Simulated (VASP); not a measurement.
# Bi3O (Fm-3m) in VASP: a series of runs

Bi3O is run at these levels: PBE; tasks: single point, relaxation of cell and atoms.

Program: VASP 6.6.1. These are calculated values, not measurements. Logs are shortened: lines on timing, memory, paths and dates and some standing lists are left out, and cuts for length are marked.

## Step 1: The cell of the first run

Symmetry: Fm-3m, No. 225, cubic system. The conventional cell has a = 7.396 Å, b = 7.396 Å, c = 7.396 Å, α = 90.00°, β = 90.00°, γ = 90.00°. Within 4.2 Å of Bi (site symmetry m-3m) lie 8 Bi at 3.20 Å and 6 O at 3.70 Å. Within 4.2 Å of Bi (site symmetry -43m) lie 10 Bi at 3.20 to 3.70 Å and 4 O at 3.20 Å. O (site symmetry m-3m) has 14 Bi at 3.20 to 3.70 Å within 4.2 Å.

The cell was generated, and may not be a known phase.

## Step 2: Single point, PBE

Input file INCAR:

```
SYSTEM = Bi3O
PREC     = Accurate       ! precision mode
ENCUT    = 520            ! plane-wave cutoff, eV
EDIFF    = 1E-6           ! SCF threshold, eV
ISMEAR   = 0              ! smearing method
SIGMA    = 0.1            ! smearing width, eV
LREAL    = .FALSE.        ! projectors in reciprocal space
LASPH    = .TRUE.         ! aspherical terms in the spheres
NELM     = 100            ! most SCF steps
ALGO     = Normal         ! electronic algorithm
ISIF     = 2              ! what is computed and relaxed
LWAVE    = .FALSE.        ! write WAVECAR
LCHARG   = .TRUE.         ! write CHGCAR
GGA      = PE             ! functional
LELF     = .TRUE.         ! ELF
LVHAR    = .TRUE.       
NBANDS   = 34             ! bands
```

Input file KPOINTS:

```
Automatic mesh
0
G
  4 4 4
  0 0 0
```

Input file POSCAR:

```
Bi3O
1.0
    0.0000000000      3.6979769800      3.6979769800
    3.6979769800      0.0000000000      3.6979769800
    3.6979769800      3.6979769800      0.0000000000
Bi O
3 1
Direct
    0.0000000000      0.0000000000      0.0000000000
    0.2500000000      0.2500000000      0.2500000000
    0.7500000000      0.7500000000      0.7500000000
    0.5000000000      0.5000000000      0.5000000000
```

Potentials or basis: VASP PAW PBE potentials, release 64 (Bi_d, O).

On the command line:

```bash
$ cat potpaw_PBE.64/Bi_d/POTCAR potpaw_PBE.64/O/POTCAR > POTCAR
$ mpirun -np 1 vasp_std > vasp.out
```

OUTCAR:

```text
SYSTEM = Bi3O
   PREC = Accurate
   ENCUT = 520
   EDIFF = 1E-6
   ISMEAR = 0
   LREAL = .FALSE.
   LASPH = .TRUE.
   NELM = 100
   ISIF = 2
   GGA = PE

 ion  position               nearest neighbor table
   1  0.000  0.000  0.000-   3 3.20   3 3.20   3 3.20   2 3.20   3 3.20   2 3.20   2 3.20   2 3.20

   2  0.250  0.250  0.250-   1 3.20   1 3.20   1 3.20   1 3.20   3 3.70   3 3.70   3 3.70   3 3.70
                             3 3.70   3 3.70
   3  0.750  0.750  0.750-   1 3.20   1 3.20   1 3.20   1 3.20   2 3.70   2 3.70   2 3.70   2 3.70
                             2 3.70   2 3.70
   4  0.500  0.500  0.500-

  LATTYP: Found a face centered cubic cell.
 ALAT       =     7.3959539600

  Lattice vectors:

 A1 = (   0.0000000000,   3.6979769800,   3.6979769800)
 A2 = (   3.6979769800,   0.0000000000,   3.6979769800)
 A3 = (   3.6979769800,   3.6979769800,   0.0000000000)

Analysis of symmetry for initial positions (statically):
=====================================================================
 Subroutine PRICEL returns:
 Original cell was already a primitive cell.

 Routine SETGRP: Setting up the symmetry group for a
 face centered cubic supercell.

 Subroutine GETGRP returns: Found 48 space group operations
 (whereof 48 operations were pure point group operations)
 out of a pool of 48 trial point group operations.

The static configuration has the point symmetry O_h .

Analysis of symmetry for dynamics (positions and initial velocities):
=====================================================================
 Subroutine PRICEL returns:
 Original cell was already a primitive cell.

 Routine SETGRP: Setting up the symmetry group for a
 face centered cubic supercell.

 Subroutine GETGRP returns: Found 48 space group operations
 (whereof 48 operations were pure point group operations)
 out of a pool of 48 trial point group operations.

The dynamic configuration has the point symmetry O_h .

 Subroutine INISYM returns: Found 48 space group operations
 (whereof 48 operations are pure point group operations),
 and found     1 'primitive' translations

----------------------------------------------------------------------------------------

                                     Primitive cell

  volume of cell :     101.1399

  direct lattice vectors                    reciprocal lattice vectors
     0.000000000  3.697976980  3.697976980    -0.135209062  0.135209062  0.135209062
     3.697976980  0.000000000  3.697976980     0.135209062 -0.135209062  0.135209062
     3.697976980  3.697976980  0.000000000     0.135209062  0.135209062 -0.135209062

  length of vectors
     5.229729198  5.229729198  5.229729198     0.234188966  0.234188966  0.234188966

  position of ions in fractional coordinates (direct lattice)
     0.000000000  0.000000000  0.000000000
     0.250000000  0.250000000  0.250000000
     0.750000000  0.750000000  0.750000000
     0.500000000  0.500000000  0.500000000

  ion indices of the primitive-cell ions
   primitive index   ion index
                 1           1
                 2           2
                 3           3
                 4           4

----------------------------------------------------------------------------------------

 KPOINTS: Automatic mesh

Automatic generation of k-mesh.
 Grid dimensions read from file:
 generate k-points for:    4    4    4

 Generating k-lattice:

  Cartesian coordinates                     Fractional coordinates (reciprocal lattice)
    -0.033802266  0.033802266  0.033802266     0.250000000  0.000000000  0.000000000
     0.033802266 -0.033802266  0.033802266     0.000000000  0.250000000  0.000000000
     0.033802266  0.033802266 -0.033802266     0.000000000  0.000000000  0.250000000

  Length of vectors
     0.058547241  0.058547241  0.058547241

  Shift w.r.t. Gamma in fractional coordinates (k-lattice)
     0.000000000  0.000000000  0.000000000

 Subroutine IBZKPT returns following result:
 ===========================================

 Found      8 irreducible k-points:

 Following reciprocal coordinates:
            Coordinates               Weight
  0.000000  0.000000  0.000000      1.000000
  0.250000  0.000000  0.000000      8.000000
  0.500000  0.000000  0.000000      4.000000
  0.250000  0.250000  0.000000      6.000000
  0.500000  0.250000  0.000000     24.000000
 -0.250000  0.250000  0.000000     12.000000
  0.500000  0.500000  0.000000      3.000000
 -0.250000  0.500000  0.250000      6.000000
   k-points           NKPTS =      8   k-points in BZ     NKDIM =      8   number of bands    NBANDS=     34
   number of dos      NEDOS =    301   number of ions     NIONS =      4
   total plane-waves  NPLWV =  64000
   dimension x,y,z NGX =    40 NGY =   40 NGZ =   40
   dimension x,y,z NGXF=    80 NGYF=   80 NGZF=   80
   ions per type =               3   1
   NGX,Y,Z   is equivalent  to a cutoff of  12.72, 12.72, 12.72 a.u.
   NGXF,Y,Z  is equivalent  to a cutoff of  25.43, 25.43, 25.43 a.u.
 SYSTEM =  Bi3O
   PREC   = accura    normal or accurate (medium, high low for compatibility)
   ISTART =      0    job   : 0-new  1-cont  2-samecut
   ICHARG =      2    charge: 1-file 2-atom 10-const
   ISPIN  =      1    spin polarized calculation?
   LNONCOLLINEAR =      F non collinear calculations
   LSORBIT =      F    spin-orbit coupling
   LASPH  =      T    aspherical Exc in radial PAW
   ENCUT  =  520.0 eV  38.22 Ry    6.18 a.u.   9.72  9.72  9.72*2*pi/ulx,y,z
   NELM   =    100;   NELMIN=  2; NELMDL= -5     # of ELM steps
   EDIFF  = 0.1E-05   stopping-criterion for ELM
   LREAL  =      F    real-space projection
   EDIFFG = 0.1E-04   stopping-criterion for IOM
   NSW    =      0    number of steps for IOM
   IBRION =     -1    ionic relax: 0-MD 1-quasi-New 2-CG
   NFREE  =      0    steps in history (QN), initial steepest desc. (CG)
   ISIF   =      2    stress and relaxation
   ISYM   =      2    0-nonsym 1-usesym 2-fastsym
   POTIM  = 0.5000    time-step for ionic-motion
   TEBEG  =    0.0;   TEEND  =   0.0 temperature during run
   PSTRESS=    0.0 pullay stress
   NELECT =      51.0000    total number of electrons
   NUPDOWN=      -1.0000    fix difference up-down
   EMIN   =  10.00;   EMAX   =-10.00  energy-range for DOS
   EFERMI =   0.00;   METHOD = LEGACY
   ISMEAR =     0;   SIGMA  =   0.10  broadening in eV -4-tet -1-fermi 0-gaus
   EFERMI_NEDOS =   21; number of points for ismear=-14 and -15
   IALGO  =     38    algorithm
   IMIX   =      4    mixing-type and parameters
     AMIX     =   0.40;   BMIX     =  1.00
     AMIX_MAG =   1.60;   BMIX_MAG =  1.00
  volume/ion in A,a.u.               =      25.28       170.63
  Fermi-wavevector in a.u.,A,eV,Ry     =   1.303039  2.462386 23.101470  1.697910
  Thomas-Fermi vector in A             =   2.434067
   LORBIT       =      0    0 simple, 1 ext, 2 COOP (PROOUT), +10 PAW based schemes
   GGA     = PE    functional components
   LHFCALC =     F    Hartree Fock is set to
   AEXX    =    0.0000 exact exchange contribution
   IVDW    =     0    specifies the selected vdW correction
   LEPSILON=     F    determine dielectric tensor
   LRPA    =     F    only Hartree local field effects (RPA)
 non-spin polarized calculation
 Gauss-broadening in eV      SIGMA  =   0.10
  energy-cutoff  :      520.00
  volume of cell :      101.14
 maximum number of plane-waves:      2764
 NGX is ok and might be reduce to    40
   NGX = 19   NGY = 19   NGZ = 19

 number of electron      51.0000015 magnetization

 Free energy of the ion-electron system (eV)
  ---------------------------------------------------
  ext. energy  EPLUGINS =         0.00000000
  ---------------------------------------------------
  free energy    TOTEN  =       -15.81663719 eV

  energy without entropy =      -15.81332030  energy(sigma->0) =      -15.81497874

 E-fermi :   6.9880     XC(G=0): -10.3536

 val. band max:        6.7039730406   @ k =  -0.2500   0.5000   0.2500
 cond. band min:       7.0563596595   @ k =   0.2500   0.2500   0.0000
 fundamental gap:      0.3523866189
 Fermi energy:         6.9879701181

 k-point     1 :       0.0000    0.0000    0.0000
  band No.  band energies     occupation
      1     -16.1307      2.00000
      2     -16.1307      2.00000
      3     -16.0700      2.00000
      4     -16.0700      2.00000
      5     -16.0700      2.00000
      6     -16.0645      2.00000
[... 26 lines left out ...]
     33      12.2533      0.00000
     34      16.4128      0.00000

 k-point     2 :       0.2500    0.0000    0.0000
  band No.  band energies     occupation
      1     -16.1063      2.00000
      2     -16.1063      2.00000
      3     -16.0930      2.00000
      4     -16.0894      2.00000
      5     -16.0894      2.00000
      6     -16.0516      2.00000
[... 26 lines left out ...]
     33      13.9167      0.00000
     34      17.0720      0.00000

 k-point     3 :       0.5000    0.0000    0.0000
  band No.  band energies     occupation
      1     -16.1016      2.00000
      2     -16.1016      2.00000
      3     -16.0800      2.00000
      4     -16.0561      2.00000
      5     -16.0561      2.00000
      6     -16.0497      2.00000
[... 26 lines left out ...]
     33      14.9887      0.00000
     34      15.9848      0.00000

 k-point     4 :       0.2500    0.2500    0.0000
  band No.  band energies     occupation
      1     -16.1195      2.00000
      2     -16.1019      2.00000
      3     -16.1019      2.00000
      4     -16.0873      2.00000
      5     -16.0749      2.00000
      6     -16.0520      2.00000
[... 26 lines left out ...]
     33      14.8877      0.00000
     34      17.0562      0.00000

 k-point     5 :       0.5000    0.2500    0.0000
  band No.  band energies     occupation
      1     -16.1089      2.00000
      2     -16.0984      2.00000
      3     -16.0889      2.00000
      4     -16.0807      2.00000
      5     -16.0720      2.00000
      6     -16.0561      2.00000
[... 26 lines left out ...]
     33      15.0962      0.00000
     34      16.1102      0.00000

 k-point     6 :      -0.2500    0.2500    0.0000
  band No.  band energies     occupation
      1     -16.1077      2.00000
      2     -16.0921      2.00000
      3     -16.0919      2.00000
      4     -16.0813      2.00000
      5     -16.0624      2.00000
      6     -16.0540      2.00000
[... 26 lines left out ...]
     33      14.8902      0.00000
     34      16.3428      0.00000

 k-point     7 :       0.5000    0.5000    0.0000
  band No.  band energies     occupation
      1     -16.1085      2.00000
      2     -16.1085      2.00000
      3     -16.1079      2.00000
      4     -16.0896      2.00000
      5     -16.0812      2.00000
      6     -16.0441      2.00000
[... 26 lines left out ...]
     33      14.0927      0.00000
     34      14.6734      0.00000

 k-point     8 :      -0.2500    0.5000    0.2500
  band No.  band energies     occupation
      1     -16.1000      2.00000
      2     -16.0986      2.00000
      3     -16.0986      2.00000
      4     -16.0686      2.00000
      5     -16.0686      2.00000
      6     -16.0685      2.00000
[... 26 lines left out ...]
     33      15.8630      0.00000
     34      15.9886      0.00000

------------------------ aborting loop because EDIFF is reached ----------------------------------------

  FORCE on cell =-STRESS in cart. coord.  units (eV):
  Direction    XX          YY          ZZ          XY          YZ          ZX
  --------------------------------------------------------------------------------------
  -------------------------------------------------------------------------------------
  Total       -0.9154432     -0.9154432     -0.9154432      0.0000000     -0.0000000      0.0000000
  in kB      -14.5017149    -14.5017149    -14.5017149      0.0000000     -0.0000000      0.0000000
  external PRESSURE =     -14.5017149 kB  Pullay stress =       0.0000000 kB

 VOLUME and BASIS-vectors are now :
 -----------------------------------------------------------------------------
  energy-cutoff  :      520.00
  volume of cell :      101.14
      direct lattice vectors                 reciprocal lattice vectors
     0.000000000  3.697976980  3.697976980    -0.135209062  0.135209062  0.135209062
     3.697976980  0.000000000  3.697976980     0.135209062 -0.135209062  0.135209062
     3.697976980  3.697976980  0.000000000     0.135209062  0.135209062 -0.135209062

 POSITION                                       TOTAL-FORCE (eV/Angst)
 -----------------------------------------------------------------------------------
      0.00000      0.00000      0.00000        -0.000000      0.000000     -0.000000
      1.84899      1.84899      1.84899        -0.000000     -0.000000     -0.000000
      5.54697      5.54697      5.54697         0.000000      0.000000      0.000000
      3.69798      3.69798      3.69798        -0.000000      0.000000     -0.000000
 -----------------------------------------------------------------------------------
    total drift:                               -0.000000     -0.000000      0.000000

  FREE ENERGIE OF THE ION-ELECTRON SYSTEM (eV)
  ---------------------------------------------------
  free  energy   TOTEN  =       -15.8166371850 eV

  energy  without entropy=      -15.8133203040  energy(sigma->0) =      -15.81497874
```

Wall time 87 s (1 thread of Intel Xeon 8259CL, shared host); peak memory 0.24 GiB.

What came out:

```
Free energy            : -15.8166 eV
Pressure               : -1.5 GPa
Band gap on the k mesh : zero (an odd number of electrons rules out a gap without spin polarisation)
```

Levels at points of the mesh, in eV from the Fermi level:
| k point | band 22 | band 23 | band 24 | band 25 | band 26 | band 27 | band 28 | band 29 |
| --- | --- | --- | --- | --- | --- | --- | --- | --- |
| (0.00, 0.00, 0.00) | -1.87 | -1.84 | -1.84 | -1.84 | -1.47 | -1.47 | -1.47 | 4.04 |
| (0.50, 0.00, 0.00) | -2.30 | -2.30 | -1.75 | -1.20 | 0.69 | 0.69 | 1.95 | 3.35 |
| (0.50, 0.50, 0.00) | -1.21 | -0.90 | -0.44 | -0.44 | 1.37 | 2.12 | 2.12 | 3.04 |

Caveat: the k points lie up to 0.37 Å⁻¹ apart, too coarse for converged energies and pressures of a metal; spin-orbit coupling is left out, which moves the levels of the heavy elements.

## Step 3: Single point, PBE

This run uses another cell than the first one, of 24.87 Å³/atom.

Input file INCAR:

```
ALGO = Normal
EDIFF = 1E-6
ENCUT = 520
GGA = PE
ISIF = 2
ISMEAR = 0
LASPH = T
LCHARG = F
LREAL = F
LWAVE = F
NBANDS = 34
NELM = 100
PREC = Accurate
SIGMA = 0.1
```

Input file KPOINTS:

```
k-points
0
Gamma
  12 12 12
```

Input file POSCAR:

```
Bi3O
1.0
    0.0000000000      3.6775820198      3.6775820198
    3.6775820198      0.0000000000      3.6775820198
    3.6775820198      3.6775820198      0.0000000000
Bi O
3 1
Direct
    0.0000000000      0.0000000000      0.0000000000
    0.2500000000      0.2500000000      0.2500000000
    0.7500000000      0.7500000000      0.7500000000
    0.5000000000      0.5000000000      0.5000000000
```

Potentials or basis: VASP PAW PBE potentials, release 64 (Bi_d, O).

On the command line:

```bash
$ cat potpaw_PBE.64/Bi_d/POTCAR potpaw_PBE.64/O/POTCAR > POTCAR
$ mpirun -np 1 vasp_std > vasp.out
```

Run time: 9.2 min. Hardware: 1 thread of Intel Xeon 8259CL, shared host; peak memory 0.36 GiB.

It converged, with:

| Item | Value |
| --- | --- |
| Free energy | -15.7023 eV |
| Pressure | -0.1 GPa |
| Band gap on the k mesh | zero (an odd number of electrons rules out a gap without spin polarisation) |

Levels at points of the mesh, in eV from the Fermi level:
```tsv
k point	band 21	band 22	band 23	band 24	band 25	band 26	band 27	band 28	band 29	band 30
(0.00, 0.00, 0.00)	-2.25	-2.25	-2.21	-2.21	-2.21	-1.84	-1.84	-1.84	3.79	3.79
(0.50, 0.00, 0.00)	-3.41	-2.69	-2.69	-2.08	-1.55	0.37	0.37	1.69	3.05	3.05
(0.50, 0.50, 0.00)	-5.11	-1.54	-1.24	-0.78	-0.78	1.09	1.83	1.83	2.78	3.89
```

Caveat: spin-orbit coupling is left out, which moves the levels of the heavy elements.

[end of part 1 of 2]

The gap in the log of VASP goes by the Fermi energy; the results here count the filled bands.